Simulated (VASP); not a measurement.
A run of VASP 6.6.1 is set up as follows.

File POSCAR:

```
Ru
1.0
    2.7059477279      0.0000000000      0.0000000000
   -1.3529738639      2.3434194737      0.0000000000
    0.0000000000      0.0000000000      4.2579056513
Ru
2
Direct
    0.3333333333      0.6666666667      0.2500000000
    0.6666666667      0.3333333333      0.7500000000
```

Contents of INCAR.step1:

```
PREC = Accurate
ENCUT = 520
ISMEAR = -1
SIGMA = 0.6
LREAL = False
LASPH = True
NELM = 60
NBANDS = 21
GGA = PE
ALGO = Normal
EDIFF = 1E-4
LWAVE = True
LCHARG = False
```

File INCAR.step2:

```
PREC = Accurate
ENCUT = 520
EDIFF = 1E-6
ISMEAR = -1
SIGMA = 0.6
LREAL = False
LASPH = True
NELM = 60
ALGO = Normal
ISIF = 2
LWAVE = False
LCHARG = False
METAGGA = R2SCAN
LMIXTAU = True
NBANDS = 21
ISTART = 1
```

File KPOINTS:

```
Automatic mesh
0
Gamma
  13 13 8
```

Potentials or basis: VASP PAW PBE potentials, release 64 (Ru_pv).

The run is started by

```console
$ cat potpaw_PBE.64/Ru_pv/POTCAR > POTCAR
$ cp INCAR.step1 INCAR
$ mpirun -np 1 vasp_std > vasp.out
$ cp INCAR.step2 INCAR
$ mpirun -np 1 vasp_std > vasp.out
```

Task: What does it give for the band gap on the k mesh?

Result: Zero (bands 14 and 15 overlap by 3.26 eV).

Task: What does it give for the pressure?

Result: 12.6 GPa.

Stress tensor (GPa, compression positive):
```
11.13  0.00  0.00
 0.00 11.13  0.00
 0.00  0.00 15.55
```

Caveat: the cell stands under pressure; so wide a smearing shifts energies and pressures; the PAW data sets were made with another functional, which shifts forces and pressure a little.
